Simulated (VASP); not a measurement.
# AlN (R-3m) in VASP: G0W0 quasiparticle levels with PBE

Aim: the G0W0 quasiparticle levels of AlN with PBE.

Everything below comes from runs of VASP 6.6.1. Logs are shortened: lines on timing, memory, paths and dates and some standing lists are left out, and cuts for length are marked.

**1. The cell of the first run**

It takes space group R-3m (No. 166, trigonal). Conventional cell: a = 2.769 Å, b = 2.769 Å, c = 7.024 Å, α = 90.00°, β = 90.00°, γ = 120.00°. Within 2.6 Å of Al (site symmetry -3m) lie 6 N at 1.98 Å. Within 2.6 Å of N (site symmetry -3m) lie 6 Al at 1.98 Å.

**2. G0W0 quasiparticle levels, PBE**

Input file POSCAR:

```
AlN
1.0
    0.0461478504      2.0044502490      2.0044502490
    2.0044502490      0.0461478504      2.0044502490
    2.0044502490      2.0044502490      0.0461478504
Al N
1 1
Direct
    0.0000000000      0.0000000000      0.0000000000
    0.5000000000      0.5000000000      0.5000000000
```

Input file INCAR.step1:

```
PREC = Accurate ; ENCUT = 500
EDIFF = 1E-8 ; ISMEAR = 0
SIGMA = 0.01 ; LREAL = False
LASPH = True ; NELM = 100
ALGO = Normal ; LWAVE = True
LCHARG = False ; GGA = PE
```

Input file INCAR.step2:

```
PREC = Accurate ; ENCUT = 500
EDIFF = 1E-8 ; ISMEAR = 0
SIGMA = 0.01 ; LREAL = False
LASPH = True ; NELM = 1
ALGO = Exact ; LWAVE = True
LCHARG = False ; GGA = PE
NBANDS = 68 ; LOPTICS = True
ISTART = 1
```

Input file INCAR.step3:

```
PREC = Accurate ; ENCUT = 500
EDIFF = 1E-8 ; ISMEAR = 0
SIGMA = 0.01 ; LREAL = False
LASPH = True ; ALGO = EVGW0
LWAVE = False ; LCHARG = False
GGA = PE ; NELMGW = 1
NBANDS = 68 ; ENCUTGW = 150.0
NOMEGA = 48 ; PRECFOCK = Fast
ISTART = 1 ; NBANDSGW = 12
```

Input file KPOINTS:

```
regular mesh
0
Gamma
  6 6 6
```

Potentials or basis: VASP PAW PBE potentials, release 64 (Al_GW, N_GW).

Started as:

```console
cat potpaw_PBE.64/Al_GW/POTCAR potpaw_PBE.64/N_GW/POTCAR > POTCAR
cp INCAR.step1 INCAR
mpirun -np 1 vasp_std > vasp.out
cp INCAR.step2 INCAR
mpirun -np 1 vasp_std > vasp.out
cp INCAR.step3 INCAR
mpirun -np 1 vasp_std > vasp.out
```

OUTCAR:

```text
PREC = Accurate
   ENCUT = 500
   EDIFF = 1E-8
   ISMEAR = 0
   LREAL = False
   LASPH = True
   GGA = PE
   NELMGW = 1
   ENCUTGW = 150.0
   PRECFOCK = Fast
   ISTART = 1

 ion  position               nearest neighbor table
   1  0.000  0.000  0.000-   2 1.98   2 1.98   2 1.98   2 1.98   2 1.98   2 1.98
   2  0.500  0.500  0.500-   1 1.98   1 1.98   1 1.98   1 1.98   1 1.98   1 1.98

  LATTYP: Found a trigonal (rhomboedric) cell.
 ALAT       =     2.8350963344
 COS(alpha) =     0.5228841209

  Lattice vectors:

 A1 = (   0.0461478504,   2.0044502490,   2.0044502490)
 A2 = (   2.0044502490,   0.0461478504,   2.0044502490)
 A3 = (   2.0044502490,   2.0044502490,   0.0461478504)

Analysis of symmetry for initial positions (statically):
=====================================================================
 Subroutine PRICEL returns:
 Original cell was already a primitive cell.

 Routine SETGRP: Setting up the symmetry group for a
 trigonal (rhombohedral) supercell.

 Subroutine GETGRP returns: Found 12 space group operations
 (whereof 12 operations were pure point group operations)
 out of a pool of 12 trial point group operations.

The static configuration has the point symmetry D_3d.

Analysis of symmetry for dynamics (positions and initial velocities):
=====================================================================
 Subroutine PRICEL returns:
 Original cell was already a primitive cell.

 Routine SETGRP: Setting up the symmetry group for a
 trigonal (rhombohedral) supercell.

 Subroutine GETGRP returns: Found 12 space group operations
 (whereof 12 operations were pure point group operations)
 out of a pool of 12 trial point group operations.

The dynamic configuration has the point symmetry D_3d.

 Subroutine INISYM returns: Found 12 space group operations
 (whereof 12 operations are pure point group operations),
 and found     1 'primitive' translations

----------------------------------------------------------------------------------------

                                     Primitive cell

  volume of cell :      15.5509

  direct lattice vectors                    reciprocal lattice vectors
     0.046147850  2.004450249  2.004450249    -0.258228848  0.252417516  0.252417516
     2.004450249  0.046147850  2.004450249     0.252417516 -0.258228848  0.252417516
     2.004450249  2.004450249  0.046147850     0.252417516  0.252417516 -0.258228848

  length of vectors
     2.835096334  2.835096334  2.835096334     0.440580688  0.440580688  0.440580688

  position of ions in fractional coordinates (direct lattice)
     0.000000000  0.000000000  0.000000000
     0.500000000  0.500000000  0.500000000

  ion indices of the primitive-cell ions
   primitive index   ion index
                 1           1
                 2           2

----------------------------------------------------------------------------------------

 KPOINTS: regular mesh

Automatic generation of k-mesh.
 Grid dimensions read from file:
 generate k-points for:    6    6    6

 Generating k-lattice:

  Cartesian coordinates                     Fractional coordinates (reciprocal lattice)
    -0.043038141  0.042069586  0.042069586     0.166666667  0.000000000 -0.000000000
     0.042069586 -0.043038141  0.042069586     0.000000000  0.166666667 -0.000000000
     0.042069586  0.042069586 -0.043038141     0.000000000  0.000000000  0.166666667

  Length of vectors
     0.073430115  0.073430115  0.073430115

  Shift w.r.t. Gamma in fractional coordinates (k-lattice)
     0.000000000  0.000000000  0.000000000

 Subroutine IBZKPT returns following result:
 ===========================================

 Found     32 irreducible k-points:

 Following reciprocal coordinates:
            Coordinates               Weight
  0.000000  0.000000  0.000000      1.000000
  0.166667  0.000000  0.000000      6.000000
  0.333333  0.000000  0.000000      6.000000
  0.500000  0.000000  0.000000      3.000000
  0.166667  0.166667  0.000000      6.000000
  0.333333  0.166667  0.000000     12.000000
[... 16 lines left out ...]
  0.500000  0.500000  0.166667      6.000000
 -0.333333  0.500000  0.166667     12.000000
 [... further k-points ...]
   k-points           NKPTS =     32   k-points in BZ     NKDIM =    216   number of bands    NBANDS=     68
   number of dos      NEDOS =    301   number of ions     NIONS =      2
   total plane-waves  NPLWV =  13824
   dimension x,y,z NGX =    24 NGY =   24 NGZ =   24
   dimension x,y,z NGXF=    48 NGYF=   48 NGZF=   48
   ions per type =               1   1
   NGX,Y,Z   is equivalent  to a cutoff of  14.07, 14.07, 14.07 a.u.
   NGXF,Y,Z  is equivalent  to a cutoff of  28.15, 28.15, 28.15 a.u.
 SYSTEM =  unknown system
   PREC   = accura    normal or accurate (medium, high low for compatibility)
   ISTART =      1    job   : 0-new  1-cont  2-samecut
   ICHARG =      0    charge: 1-file 2-atom 10-const
   ISPIN  =      1    spin polarized calculation?
   LNONCOLLINEAR =      F non collinear calculations
   LSORBIT =      F    spin-orbit coupling
   LASPH  =      T    aspherical Exc in radial PAW
   ENCUT  =  500.0 eV  36.75 Ry    6.06 a.u.   5.17  5.17  5.17*2*pi/ulx,y,z
   NELM   =     60;   NELMIN=  2; NELMDL=  0     # of ELM steps
   EDIFF  = 0.1E-07   stopping-criterion for ELM
   LREAL  =      F    real-space projection
   EDIFFG = 0.1E-06   stopping-criterion for IOM
   NSW    =      0    number of steps for IOM
   IBRION =     -1    ionic relax: 0-MD 1-quasi-New 2-CG
   NFREE  =      0    steps in history (QN), initial steepest desc. (CG)
   ISIF   =      0    stress and relaxation
   ISYM   =      3    0-nonsym 1-usesym 2-fastsym
   POTIM  = 0.5000    time-step for ionic-motion
   TEBEG  =    0.0;   TEEND  =   0.0 temperature during run
   PSTRESS=    0.0 pullay stress
   NELECT =       8.0000    total number of electrons
   NUPDOWN=      -1.0000    fix difference up-down
   EMIN   =  10.00;   EMAX   =-10.00  energy-range for DOS
   EFERMI =   0.00;   METHOD = LEGACY
   ISMEAR =     0;   SIGMA  =   0.01  broadening in eV -4-tet -1-fermi 0-gaus
   EFERMI_NEDOS =   21; number of points for ismear=-14 and -15
   IALGO  =     38    algorithm
   IMIX   =      4    mixing-type and parameters
     AMIX     =   0.40;   BMIX     =  1.00
     AMIX_MAG =   1.60;   BMIX_MAG =  1.00
  volume/ion in A,a.u.               =       7.78        52.47
  Fermi-wavevector in a.u.,A,eV,Ry     =   1.311756  2.478859 23.411588  1.720703
  Thomas-Fermi vector in A             =   2.442195
   LORBIT       =      0    0 simple, 1 ext, 2 COOP (PROOUT), +10 PAW based schemes
   GGA     = PE    functional components
   LHFCALC =     T    Hartree Fock is set to
   PRECFOCK=fast      Normal, Fast or Accurate (Low or Medium for compatibility)
   ENCUT4O =  -1.0   cutoff for four orbital integrals eV
   NKREDX  =     1    reduce k-point grid by
   NKREDY  =     1    reduce k-point grid by
   NKREDZ  =     1    reduce k-point grid by
   AEXX    =    1.0000 exact exchange contribution
   HFSCREEN=    0.0000 screening length (either q_TF or 0.3 A-1)
   HFSCREENC=   0.0000 screening length for correlation (either q_TF or 0.3 A-1)
   ENCUTFOCK=  -1.0 apply spherical cutoff to Coloumb kernel
   IVDW    =     0    specifies the selected vdW correction
   LEPSILON=     F    determine dielectric tensor
   LRPA    =     F    only Hartree local field effects (RPA)
   LRPAFORCE           =     F    calculate RPA forces
   ENCUTGW             = 150.0    cutoff for response function in eV
   ENCUTGWSOFT         = 120.0    soft cutoff for Coulomb kernel in GW response function in eV
   ENCUTLF             =  -1.0    cutoff for local field effects
   NELMGW              =     1    number of iterations in solving QP/BSE equation
   NELMHF              =     1    number of iterations in the inner HF iteration
   NKREDLFX            =     1    NKREDLFY  =   1   NKREDLFZ  =   1
 non-spin polarized calculation
 Gauss-broadening in eV      SIGMA  =   0.01
  energy-cutoff  :      500.00
  volume of cell :       15.55
 maximum number of plane-waves:       401
 NGX is ok and might be reduce to    24
  NGX = 12; NGY = 12; NGZ = 12
   NGX = 11   NGY = 11   NGZ = 11
 maximum number of plane-waves:        70

 QP shifts <psi_nk| G(iteration)W_0 |psi_nk>: iteration 1
 for sc-GW calculations column KS-energies equals QP-energies in previous step
 and V_xc(KS)=  KS-energies - (<T + V_ion + V_H > + <T+V_H+V_ion>^1  + <V_x>^1)

 k-point   1 :       0.0000    0.0000    0.0000
  band No.  KS-energies  QP-energies   sigma(KS)   V_xc(KS)     V^pw_x(r,r')   Z            occupation Imag(sigma)

      1      -8.7143     -10.4384     -17.0491     -14.7718     -25.1633       0.7571       2.0000       1.4381
      2       9.0539       8.2971     -18.3839     -17.4434     -21.1888       0.8047       2.0000       0.0827
      3       9.5830       8.8474     -18.5887     -17.6726     -21.4563       0.8030       2.0000       0.0834
      4       9.5830       8.8474     -18.5887     -17.6726     -21.4563       0.8030       2.0000       0.0834
      5      15.9045      17.0323     -13.4739     -14.8579      -8.9216       0.8149       0.0000      -0.0835
      6      21.1345      22.0520      -9.9330     -11.0385      -4.8652       0.8299       0.0000      -0.1057
      7      22.1307      23.0601      -9.8454     -10.9709      -4.6533       0.8258       0.0000      -0.1150
      8      22.1307      23.0601      -9.8454     -10.9709      -4.6533       0.8258       0.0000      -0.1150
      9      26.9708      27.3858      -9.4263      -9.9629      -2.8334       0.7734       0.0000      -0.3662
     10      27.6534      28.8714     -10.3127     -11.8119      -4.6426       0.8124       0.0000      -0.2112
     11      27.6534      28.8714     -10.3127     -11.8119      -4.6426       0.8124       0.0000      -0.2112
     12      29.2897      30.3624     -10.0181     -11.4016      -2.9774       0.7754       0.0000      -0.4576

 k-point   2 :       0.1667    0.0000    0.0000
  band No.  KS-energies  QP-energies   sigma(KS)   V_xc(KS)     V^pw_x(r,r')   Z            occupation Imag(sigma)

      1      -8.1082      -9.7797     -17.1213     -14.9275     -25.1609       0.7619       2.0000       1.3845
      2       7.0912       6.1120     -17.5302     -16.2979     -20.7524       0.7945       2.0000       0.0981
      3       8.7846       7.9887     -18.2259     -17.2348     -21.0889       0.8031       2.0000       0.0840
      4       9.2136       8.4317     -18.3934     -17.4197     -21.3139       0.8029       2.0000       0.0844
      5      16.8303      17.9409     -12.9226     -14.2844      -8.2419       0.8156       0.0000      -0.0881
      6      20.5928      21.6332     -11.2904     -12.5687      -6.0867       0.8139       0.0000      -0.1139
      7      22.0061      22.9874     -10.1575     -11.3509      -4.9206       0.8223       0.0000      -0.1165
      8      22.6234      23.6218     -10.0593     -11.2802      -4.7147       0.8177       0.0000      -0.1281
      9      25.2152      26.3388      -9.9464     -11.3418      -4.1621       0.8052       0.0000      -0.1865
     10      25.8383      26.9530      -9.9583     -11.3407      -4.1458       0.8064       0.0000      -0.2023
     11      28.1088      29.0507      -9.8010     -11.0092      -2.9525       0.7796       0.0000      -0.4262
     12      32.3681      33.0237      -9.6280     -10.4419      -2.6578       0.8055       0.0000      -0.7811
[... 324 lines left out ...]
      1      -4.6025      -5.9986     -18.4440     -16.5904     -26.0494       0.7532       2.0000       0.9633
      2       2.3368       1.0200     -15.9243     -14.2005     -20.1803       0.7639       2.0000       0.1653
      3       5.0338       3.8643     -16.2985     -14.8142     -19.7796       0.7879       2.0000       0.1133
      4       7.0776       6.0463     -17.4095     -16.1111     -20.6882       0.7943       2.0000       0.0962
      5      15.8444      16.7023     -10.2297     -11.2540      -5.7430       0.8375       0.0000      -0.0801
      6      16.9913      17.9684     -11.2461     -12.4287      -6.6485       0.8262       0.0000      -0.0858
      7      23.0831      24.5531     -13.7199     -15.6198      -7.5820       0.7737       0.0000      -0.1680
      8      25.9191      27.2281     -11.4769     -13.1524      -5.1082       0.7813       0.0000      -0.2491
      9      26.7407      28.0177     -12.0116     -13.6805      -5.1121       0.7651       0.0000      -0.3250
     10      33.6372      34.7598     -10.4872     -11.8954      -3.4653       0.7971       0.0000      -0.7257
     11      35.5315      36.7267     -10.1331     -11.6221      -3.2730       0.8027       0.0000      -0.7433
     12      35.8271      36.8782      -9.4325     -10.7555      -2.1992       0.7944       0.0000      -0.8477

 k-point  24 :      -0.3333    0.5000    0.1667
  band No.  KS-energies  QP-energies   sigma(KS)   V_xc(KS)     V^pw_x(r,r')   Z            occupation Imag(sigma)

      1      -3.9985      -5.3580     -18.9097     -17.1142     -26.4989       0.7572       2.0000       0.9084
      2       2.4013       1.0629     -15.6422     -13.8935     -19.8282       0.7654       2.0000       0.1613
      3       4.5654       3.3488     -16.1558     -14.6074     -19.7336       0.7857       2.0000       0.1182
      4       5.6205       4.5136     -16.4431     -15.0428     -19.7965       0.7904       2.0000       0.1074
      5      16.8194      17.9101     -11.3875     -12.7087      -6.8153       0.8255       0.0000      -0.0824
      6      17.9998      18.9540     -11.3179     -12.4752      -6.6108       0.8245       0.0000      -0.0900
      7      22.4694      23.8478     -13.1263     -14.8898      -7.2037       0.7816       0.0000      -0.1549
      8      23.9840      25.2416     -11.4244     -13.0214      -5.3677       0.7875       0.0000      -0.1830
      9      28.3419      29.6141     -11.8599     -13.5225      -4.7188       0.7652       0.0000      -0.4197
     10      31.8570      32.8735     -10.3293     -11.6235      -3.2466       0.7853       0.0000      -0.6177
     11      35.1567      36.5304     -11.1510     -12.8447      -4.1754       0.8111       0.0000      -0.7946
     12      37.9778      39.3712     -11.0777     -12.8429      -3.4368       0.7894       0.0000      -1.0559

 [... further k-points ...]
```

Wall time 7.8 min (1 thread of Intel Xeon 8259CL, shared host); peak memory 0.33 GiB.

What came out:

| Quantity | Value |
| --- | --- |
| Quasiparticle gap | 6.14 eV |
| Least direct quasiparticle gap | 8.18 eV |
| Band gap of the starting levels on the mesh | 4.63 eV |
| Least direct gap of the starting levels on the mesh | 6.32 eV |

Caveat: the k points lie up to 0.46 Å⁻¹ apart; bands, screening cutoff and mesh are small and nothing is extrapolated, so the quasiparticle values aren't converged.
